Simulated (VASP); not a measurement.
# NiO (Fm-3m) in VASP: notebook, part 2 of 2

VASP 6.6.1.

## Step 3: Electric field gradients, PBE, collinear spin, ferromagnetic start

This run uses another cell than the first one, of 9.15 Å³/atom, 1.053 times its volume.

Input file INCAR:

```
PREC = Accurate ; ENCUT = 520
EDIFF = 1E-8 ; ISMEAR = -1
SIGMA = 0.03 ; LREAL = F
LASPH = T ; NELM = 150
ALGO = Normal ; ISIF = 2
LWAVE = F ; LCHARG = F
ISPIN = 2 ; MAGMOM = 1.5 0
LORBIT = 11 ; LMAXMIX = 4
GGA = PE ; LEFG = T
NBANDS = 19
```

Input file KPOINTS:

```
Automatic mesh
0
Gamma
  17 17 17
```

Input file POSCAR:

```
NiO
1.0
    0.0000000000      2.0913100000      2.0913100000
    2.0913100000      0.0000000000      2.0913100000
    2.0913100000      2.0913100000      0.0000000000
Ni O
1 1
Direct
    0.0000000000      0.0000000000      0.0000000000
    0.5000000000      0.5000000000      0.5000000000
```

Potentials or basis: VASP PAW PBE potentials, release 64 (Ni, O).

Run with:

```console
$ cat potpaw_PBE.64/Ni/POTCAR potpaw_PBE.64/O/POTCAR > POTCAR
$ mpirun -np 1 vasp_std > vasp.out
```

OUTCAR:

```text
PREC = Accurate
   ENCUT = 520
   EDIFF = 1E-8
   ISMEAR = -1
   LREAL = F
   LASPH = T
   NELM = 150
   ISIF = 2
   ISPIN = 2
   LORBIT = 11
   GGA = PE

 ion  position               nearest neighbor table
   1  0.000  0.000  0.000-   2 2.09   2 2.09   2 2.09   2 2.09   2 2.09   2 2.09
   2  0.500  0.500  0.500-   1 2.09   1 2.09   1 2.09   1 2.09   1 2.09   1 2.09

  LATTYP: Found a face centered cubic cell.
 ALAT       =     4.1826200000

  Lattice vectors:

 A1 = (   0.0000000000,   2.0913100000,   2.0913100000)
 A2 = (   2.0913100000,   0.0000000000,   2.0913100000)
 A3 = (   2.0913100000,   2.0913100000,   0.0000000000)

Analysis of symmetry for initial positions (statically):
=====================================================================
 Subroutine PRICEL returns:
 Original cell was already a primitive cell.

 Routine SETGRP: Setting up the symmetry group for a
 face centered cubic supercell.

 Subroutine GETGRP returns: Found 48 space group operations
 (whereof 48 operations were pure point group operations)
 out of a pool of 48 trial point group operations.

The static configuration has the point symmetry O_h .

Analysis of symmetry for dynamics (positions and initial velocities):
=====================================================================
 Subroutine PRICEL returns:
 Original cell was already a primitive cell.

 Routine SETGRP: Setting up the symmetry group for a
 face centered cubic supercell.

 Subroutine GETGRP returns: Found 48 space group operations
 (whereof 48 operations were pure point group operations)
 out of a pool of 48 trial point group operations.

The dynamic configuration has the point symmetry O_h .

Analysis of structural, dynamic, and magnetic symmetry:
=====================================================================
 Subroutine PRICEL returns:
 Original cell was already a primitive cell.

 Routine SETGRP: Setting up the symmetry group for a
 face centered cubic supercell.

 Subroutine GETGRP returns: Found 48 space group operations
 (whereof 48 operations were pure point group operations)
 out of a pool of 48 trial point group operations.

The overall configuration has the point symmetry O_h .

 Subroutine INISYM returns: Found 48 space group operations
 (whereof 48 operations are pure point group operations),
 and found     1 'primitive' translations

----------------------------------------------------------------------------------------

                                     Primitive cell

  volume of cell :      18.2930

  direct lattice vectors                    reciprocal lattice vectors
     0.000000000  2.091310000  2.091310000    -0.239084593  0.239084593  0.239084593
     2.091310000  0.000000000  2.091310000     0.239084593 -0.239084593  0.239084593
     2.091310000  2.091310000  0.000000000     0.239084593  0.239084593 -0.239084593

  length of vectors
     2.957558965  2.957558965  2.957558965     0.414106662  0.414106662  0.414106662
[... 104 lines left out ...]
  Thomas-Fermi vector in A             =   2.668069
   LORBIT       =     11    0 simple, 1 ext, 2 COOP (PROOUT), +10 PAW based schemes
   GGA     = PE    functional components
   LHFCALC =     F    Hartree Fock is set to
   AEXX    =    0.0000 exact exchange contribution
   IVDW    =     0    specifies the selected vdW correction
   LEPSILON=     F    determine dielectric tensor
   LRPA    =     F    only Hartree local field effects (RPA)
 spin polarized calculation
  energy-cutoff  :      520.00
  volume of cell :       18.29
 maximum number of plane-waves:       531
 NGX is ok and might be reduce to    24
   NGX = 11   NGY = 11   NGZ = 11

 number of electron      16.0000005 magnetization       1.7109378

 Free energy of the ion-electron system (eV)
  ---------------------------------------------------
  ext. energy  EPLUGINS =         0.00000000
  ---------------------------------------------------
  free energy    TOTEN  =       -11.47558546 eV

  energy without entropy =      -11.47210168  energy(sigma->0) =      -11.47384357

 E-fermi :   7.8550     XC(G=0): -12.6543

 val. band max:        7.8475532638   @ k =   0.4118   0.1176   0.0588
 cond. band min:       7.8573168683   @ k =   0.1176   0.0588   0.0000
 fundamental gap:      0.0097636045
 Fermi energy:         7.8549840950

 spin component 1

 k-point     1 :       0.0000    0.0000    0.0000
  band No.  band energies     occupation
      1     -12.4975      1.00000
      2       4.7403      1.00000
      3       4.7404      1.00000
      4       4.8518      1.00000
      5       4.8518      1.00000
      6       4.8518      1.00000
[... 517 lines left out ...]
     18      35.6120      0.00000
     19      37.0951      0.00000

 [... further k-points ...]

 spin component 2

 k-point     1 :       0.0000    0.0000    0.0000
  band No.  band energies     occupation
      1     -12.0754      1.00000
      2       5.3399      1.00000
      3       5.3399      1.00000
      4       5.3399      1.00000
      5       6.0047      1.00000
      6       6.0049      1.00000
[... 517 lines left out ...]
     18      36.1662      0.00000
     19      37.6820      0.00000

 [... further k-points ...]
[... 5 lines left out ...]
  --------------------------------------------------------------------------------------
  -------------------------------------------------------------------------------------
  Total        0.4332583      0.4332583      0.4332583      0.0000000      0.0000000      0.0000000
  in kB       37.9465449     37.9465449     37.9465449      0.0000000      0.0000000      0.0000000
  external PRESSURE =      37.9465449 kB  Pullay stress =       0.0000000 kB

 VOLUME and BASIS-vectors are now :
 -----------------------------------------------------------------------------
  energy-cutoff  :      520.00
  volume of cell :       18.29
      direct lattice vectors                 reciprocal lattice vectors
     0.000000000  2.091310000  2.091310000    -0.239084593  0.239084593  0.239084593
     2.091310000  0.000000000  2.091310000     0.239084593 -0.239084593  0.239084593
     2.091310000  2.091310000  0.000000000     0.239084593  0.239084593 -0.239084593

 POSITION                                       TOTAL-FORCE (eV/Angst)
 -----------------------------------------------------------------------------------
      0.00000      0.00000      0.00000        -0.000000     -0.000000     -0.000000
      2.09131      2.09131      2.09131         0.000000      0.000000      0.000000
 -----------------------------------------------------------------------------------
    total drift:                                0.000000     -0.000000     -0.000000

  FREE ENERGIE OF THE ION-ELECTRON SYSTEM (eV)
  ---------------------------------------------------
  free  energy   TOTEN  =       -11.4755854558 eV

  energy  without entropy=      -11.4721016809  energy(sigma->0) =      -11.47384357

 Electric field gradients (V/A^2)
---------------------------------------------------------------------
 ion       V_xx      V_yy      V_zz      V_xy      V_xz      V_yz
---------------------------------------------------------------------
   1      -0.000    -0.000     0.000    -0.002    -0.002    -0.002
   2       0.000     0.000     0.000    -0.002    -0.002    -0.002
---------------------------------------------------------------------

 Electric field gradients after diagonalization (V/A^2)
 (convention: |V_zz| > |V_xx| > |V_yy|)
----------------------------------------------------------------------
 ion       V_xx      V_yy      V_zz     asymmetry (V_yy - V_xx)/ V_zz
----------------------------------------------------------------------
   1       0.002     0.002    -0.004       0.000
   2       0.002     0.002    -0.003       0.000
----------------------------------------------------------------------

           NMR quadrupolar parameters

 Cq : quadrupolar parameter    Cq=e*Q*V_zz/h
 eta: asymmetry parameters     (V_yy - V_xx)/ V_zz
 Q  : nuclear electric quadrupole moment in mb (millibarn)
----------------------------------------------------------------------
 ion       Cq(MHz)       eta       Q (mb)
----------------------------------------------------------------------
   1      -0.000       0.000       1.000
   2      -0.000       0.000       1.000
----------------------------------------------------------------------

 total charge

# of ion       s       p       d       tot
------------------------------------------
    1        0.330   0.401   8.248   8.980
    2        1.557   3.419   0.000   4.976
--------------------------------------------------
tot          1.887   3.820   8.248  13.956

 magnetization (x)

# of ion       s       p       d       tot
------------------------------------------
    1        0.011   0.015   1.385   1.411
    2        0.028   0.230   0.000   0.257
--------------------------------------------------
tot          0.039   0.245   1.385   1.669
```

stdout:

```text
POSCAR found type information on POSCAR NiO
 POSCAR found :  2 types and       2 ions
 scaLAPACK will be used
 LDA part: xc-table for (Slater+PW92), standard interpolation
 POSCAR, INCAR and KPOINTS ok, starting setup
 FFT: planning ... GRIDC
 FFT: planning ... GRID_SOFT
 FFT: planning ... GRID
 WAVECAR not read
 entering main loop
ion   1

ion   2
```

Wall time 54 s (1 thread of Intel Xeon 6975P-C (Granite Rapids), shared host); peak memory 0.22 GiB.

What came out:

```yaml
Free_energy: -11.4756 eV
Pressure: 3.8 GPa
Net_moment: 1.71 μB per cell
Site_moments: Ni +1.41; O +0.26 μB
Valence_electrons_inside_the_program's_atomic_spheres: Ni 8.98; O 4.98
```

Caveat: without QUAD_EFG the Cq values of the log hold for a quadrupole moment of 1 mb, not for the nuclei; a cell with one magnetic atom can't hold antiferromagnetic order, which such compounds often take; semilocal functionals often make such compounds metallic where correlation or magnetic order opens a gap, which also shifts bond lengths.

## Step 4: Electric field gradients, PBE, collinear spin, ferromagnetic start (volume scaled by 1.05)

Input file INCAR:

```
ALGO = Normal
EDIFF = 1E-8
ENCUT = 520
GGA = PE
ISIF = 2
ISMEAR = -1
ISPIN = 2
LASPH = True
LCHARG = False
LEFG = True
LMAXMIX = 4
LORBIT = 11
LREAL = False
LWAVE = False
MAGMOM = 1.5 0
NBANDS = 19
NELM = 150
PREC = Accurate
SIGMA = 0.03
```

Input file KPOINTS:

```
k-points
0
Gamma
  17 17 17
```

Input file POSCAR:

```
NiO
1.0
    0.0000000000      2.1255998650      2.1255998650
    2.1255998650      0.0000000000      2.1255998650
    2.1255998650      2.1255998650      0.0000000000
Ni O
1 1
Direct
    0.0000000000      0.0000000000      0.0000000000
    0.5000000000      0.5000000000      0.5000000000
```

Potentials or basis: VASP PAW PBE potentials, release 64 (Ni, O).

Run with:

```console
$ cat potpaw_PBE.64/Ni/POTCAR potpaw_PBE.64/O/POTCAR > POTCAR
$ mpirun -np 1 vasp_std > vasp.out
```

OUTCAR:

```text
EDIFF = 1E-8
   ENCUT = 520
   GGA = PE
   ISIF = 2
   ISMEAR = -1
   ISPIN = 2
   LASPH = True
   LORBIT = 11
   LREAL = False
   NELM = 150
   PREC = Accurate

 ion  position               nearest neighbor table
   1  0.000  0.000  0.000-   2 2.13   2 2.13   2 2.13   2 2.13   2 2.13   2 2.13
   2  0.500  0.500  0.500-   1 2.13   1 2.13   1 2.13   1 2.13   1 2.13   1 2.13

  LATTYP: Found a face centered cubic cell.
 ALAT       =     4.2511997300

  Lattice vectors:

 A1 = (   0.0000000000,   2.1255998650,   2.1255998650)
 A2 = (   2.1255998650,   0.0000000000,   2.1255998650)
 A3 = (   2.1255998650,   2.1255998650,   0.0000000000)

Analysis of symmetry for initial positions (statically):
=====================================================================
 Subroutine PRICEL returns:
 Original cell was already a primitive cell.

 Routine SETGRP: Setting up the symmetry group for a
 face centered cubic supercell.

 Subroutine GETGRP returns: Found 48 space group operations
 (whereof 48 operations were pure point group operations)
 out of a pool of 48 trial point group operations.

The static configuration has the point symmetry O_h .

Analysis of symmetry for dynamics (positions and initial velocities):
=====================================================================
 Subroutine PRICEL returns:
 Original cell was already a primitive cell.

 Routine SETGRP: Setting up the symmetry group for a
 face centered cubic supercell.

 Subroutine GETGRP returns: Found 48 space group operations
[... 1240 lines left out ...]
  -------------------------------------------------------------------------------------
  Total       -0.5141600     -0.5141600     -0.5141600     -0.0000000     -0.0000000      0.0000000
  in kB      -42.8878556    -42.8878556    -42.8878556     -0.0000000     -0.0000000      0.0000000
  external PRESSURE =     -42.8878556 kB  Pullay stress =       0.0000000 kB

 VOLUME and BASIS-vectors are now :
 -----------------------------------------------------------------------------
  energy-cutoff  :      520.00
  volume of cell :       19.21
      direct lattice vectors                 reciprocal lattice vectors
     0.000000000  2.125599865  2.125599865    -0.235227715  0.235227715  0.235227715
     2.125599865  0.000000000  2.125599865     0.235227715 -0.235227715  0.235227715
     2.125599865  2.125599865  0.000000000     0.235227715  0.235227715 -0.235227715

 POSITION                                       TOTAL-FORCE (eV/Angst)
 -----------------------------------------------------------------------------------
      0.00000      0.00000      0.00000         0.000000      0.000000      0.000000
      2.12560      2.12560      2.12560         0.000000      0.000000      0.000000
 -----------------------------------------------------------------------------------
    total drift:                                0.000000     -0.000000     -0.000000

  FREE ENERGIE OF THE ION-ELECTRON SYSTEM (eV)
  ---------------------------------------------------
  free  energy   TOTEN  =       -11.4743129474 eV

  energy  without entropy=      -11.4708913229  energy(sigma->0) =      -11.47260214

 Electric field gradients (V/A^2)
---------------------------------------------------------------------
 ion       V_xx      V_yy      V_zz      V_xy      V_xz      V_yz
---------------------------------------------------------------------
   1      -0.000    -0.000     0.000    -0.003    -0.003    -0.003
   2       0.000    -0.000     0.000    -0.002    -0.002    -0.002
---------------------------------------------------------------------

 Electric field gradients after diagonalization (V/A^2)
 (convention: |V_zz| > |V_xx| > |V_yy|)
----------------------------------------------------------------------
 ion       V_xx      V_yy      V_zz     asymmetry (V_yy - V_xx)/ V_zz
----------------------------------------------------------------------
   1       0.003     0.003    -0.005       0.000
   2       0.002     0.002    -0.004       0.000
----------------------------------------------------------------------

           NMR quadrupolar parameters

 Cq : quadrupolar parameter    Cq=e*Q*V_zz/h
 eta: asymmetry parameters     (V_yy - V_xx)/ V_zz
 Q  : nuclear electric quadrupole moment in mb (millibarn)
----------------------------------------------------------------------
 ion       Cq(MHz)       eta       Q (mb)
----------------------------------------------------------------------
   1      -0.000       0.000       1.000
   2      -0.000       0.000       1.000
----------------------------------------------------------------------

 total charge

# of ion       s       p       d       tot
------------------------------------------
    1        0.316   0.366   8.207   8.889
    2        1.556   3.399   0.000   4.956
--------------------------------------------------
tot          1.872   3.766   8.207  13.845

 magnetization (x)

# of ion       s       p       d       tot
------------------------------------------
    1        0.011   0.014   1.473   1.498
    2        0.027   0.259   0.000   0.285
--------------------------------------------------
tot          0.038   0.273   1.473   1.783
```

Wall time 55 s (1 thread of Intel Xeon 6975P-C (Granite Rapids), shared host); peak memory 0.22 GiB.

Results:

| Property | Result |
| --- | --- |
| Free energy | -11.4743 eV |
| Pressure | -4.3 GPa |
| Net moment | 1.83 μB per cell |
| Site moments | Ni +1.50; O +0.28 μB |
| Valence electrons inside the program's atomic spheres | Ni 8.89; O 4.96 |

Caveat: the cell differs from its parent crystal (volume scaled by 1.05); without QUAD_EFG the Cq values of the log hold for a quadrupole moment of 1 mb, not for the nuclei; a cell with one magnetic atom can't hold antiferromagnetic order, which such compounds often take; semilocal functionals often make such compounds metallic where correlation or magnetic order opens a gap, which also shifts bond lengths.

## Step 5: Overview

| cell | gap on the mesh (eV) | pressure (GPa) | moment (μB) |
| --- | --- | --- | --- |
| a = 2.907 Å, angles 60.0°, 2 atoms | none | 14.1 | 1.54 |
| a = 2.958 Å, angles 60.0°, 2 atoms | none | 3.8 | 1.71 |
| a = 3.006 Å, angles 60.0°, 2 atoms | none | -4.3 | 1.83 |

Alike in all rows: task electric field gradients; level PBE; potentials or basis VASP PAW PBE potentials, release 64 (Ni, O); spin collinear, ferromagnetic start; k mesh 17 × 17 × 17; cutoff (eV) 520; smearing fermi-dirac 0.03 eV.

Caveats: a cell with one magnetic atom can't hold antiferromagnetic order, which such compounds often take; semilocal functionals often make such compounds metallic where correlation or magnetic order opens a gap, which also shifts bond lengths.

Absolute energies hang on the potentials; compare differences alone.
